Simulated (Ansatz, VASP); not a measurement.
KF in VASP and in Ansatz

Contents of INCAR:

```
ALGO = Normal ; EDIFF = 1E-6
ENCUT = 520 ; GGA = PE
ISIF = 2 ; ISMEAR = 0
LASPH = T ; LCHARG = T
LELF = T ; LREAL = F
LVHAR = T ; LWAVE = F
NBANDS = 15 ; NELM = 60
PREC = Accurate ; SIGMA = 0.05
```

File KPOINTS:

```
k-points
0
Gamma
  8 8 8
```

File POSCAR:

```
KF
1.0
    0.0000000000      2.7105354767      2.6088903963
    2.7105354767      0.0000000000      2.6088903963
    2.7105354767      2.7105354767      0.0000000000
K F
1 1
Direct
    0.0000000000      0.0000000000      0.0000000000
    0.5000000000      0.5000000000      0.5000000000
```

Input for Ansatz:

```yaml
crystal:
  lattice:
    - [0.0, 2.7105354767, 2.6088903963]
    - [2.7105354767, 0.0, 2.6088903963]
    - [2.7105354767, 2.7105354767, 0.0]
  atoms:
    - { symbol: K, position: [0.0, 0.0, 0.0] }
    - { symbol: F, position: [0.5, 0.5, 0.5] }
basis:
  ecutwfc: 520.0
kpoints:
  mp_grid: { grid: [8, 8, 8] }
hamiltonian:
  xc: pbe
scf:
  occupations: { method: gaussian, width: 0.05 }
output:
  forces: true
  stress: true
  eigenvalues: true
```

Change from the starting cell: normal strain along x +0.0000, normal strain along z -0.0375.

Alike in both runs: task single point; functional PBE; k mesh 8 × 8 × 8; occupations gaussian, width 0.05 eV; no spin polarisation.

|  | VASP | Ansatz |
| --- | --- | --- |
| version | VASP 6.6.1 | Ansatz 0.2.0 |
| potentials or method | VASP PAW PBE potentials, release 64 (K_sv, F), cutoff 520 eV | scalar-relativistic, plane waves, PAW |
| valence electrons in the cell | 16 | 16 |

VASP gave:

| Quantity | Value |
| --- | --- |
| gap on the k mesh at the Fermi level (eV) | 6.09 |
| least direct gap on the mesh (eV) | 6.09 |
| pressure (GPa) | 1.4 |
| traceless stress, the component that is largest in VASP (GPa) | 1.59 |

Task: Estimate Ansatz's values.

Result: gap on the k mesh at the Fermi level (eV): 6.11; least direct gap on the mesh (eV): 6.11; pressure (GPa): 1.3; traceless stress, the component that is largest in VASP (GPa): 1.53.

The functional is the same, so the differences come from potentials, cutoffs and numerics.
